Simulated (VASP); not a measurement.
Zn3In4O:

```
Zn In O
1.0
     3.51802    0.00000    0.00000
     0.00000    3.51802    0.00000
     0.00000    0.00000   12.18937
Zn In O
3 4 1
Direct
  0.00000 0.00000 0.50000
  0.00000 0.00000 0.74413
  0.00000 0.00000 0.25587
  0.50000 0.00000 0.86662
  0.50000 0.00000 0.37791
  0.00000 0.50000 0.62209
  0.00000 0.50000 0.13338
  0.00000 0.00000 0.00000
```

```yaml
Program: VASP 6.6.1
Task: relaxation of cell and atoms
Functional: PBE
Potentials_or_basis: VASP PAW PBE potentials, release 64 (Zn, In_d, O)
Cutoff: 600 eV
k_mesh: 5 × 5 × 2
Occupations: gaussian, width 0.2 eV
Spin: no spin polarisation
```

At the start: pressure 30.2 GPa; volume 18.86 Å³/atom.

Question: How do energy, volume and symmetry change on relaxing?

Answer: Over 25 steps the energy falls by 967.0 meV/atom and the volume is 22.34 Å³/atom (+18.4 %); space group P-4m2 (No. 115, to 0.05 Å).

Step by step:
```tsv
step	energy change (eV)	largest force (eV/Å)	pressure (GPa)	volume (Å³)
1	0.0000	4.9509	30.22	150.86
2	-5.2553	1.2972	-3.03	242.40
3	-5.3933	1.5312	-0.94	218.20
4	-5.3988	1.5032	-0.93	220.07
5	-5.3722	1.3774	-2.15	231.06
6	-5.4022	1.4808	-1.12	221.63
7	-5.6582	1.2106	-0.83	217.60
8	-6.1838	0.7494	0.61	205.66
9	-4.6584	4.4179	10.54	182.59
10	-6.2321	0.7897	1.11	203.11
11	-6.4689	0.6824	0.48	204.18
12	-6.8768	1.1932	-0.93	206.21
13	-7.2014	1.0597	-1.71	201.45
14	-7.4331	0.8980	-2.03	195.45
15	-7.4112	0.1890	-1.96	182.07
16	-7.5257	0.6494	-1.97	191.00
17	-7.5369	0.5250	-1.97	189.11
18	-7.6607	0.4556	1.00	173.63
19	-7.6629	0.4710	0.63	175.21
20	-7.7078	0.1553	-0.01	176.25
21	-7.7100	0.1964	-0.15	176.53
22	-7.7299	0.0908	0.21	175.94
23	-7.7317	0.1282	0.49	175.60
24	-7.7319	0.1191	0.47	175.68
25	-7.7363	0.0760	-0.19	178.68
```

Final structure:
```
Zn In O
1.0
     3.28541    0.00000    0.00000
     0.00000    3.28541    0.00000
     0.00000    0.00000   16.55386
Zn In O
3 4 1
Direct
  0.00000 0.00000 0.50000
  0.00000 0.00000 0.77120
  0.00000 0.00000 0.22880
  0.50000 0.00000 0.90753
  0.50000 0.00000 0.36340
  0.00000 0.50000 0.63660
  0.00000 0.50000 0.09247
  0.00000 0.00000 0.00000
```

Caveat: the volume moved by over 15 % at a fixed basis, so the end points are rough; the relaxation stopped at a loose force limit of 0.08 eV/Å, so its end isn't a converged minimum.
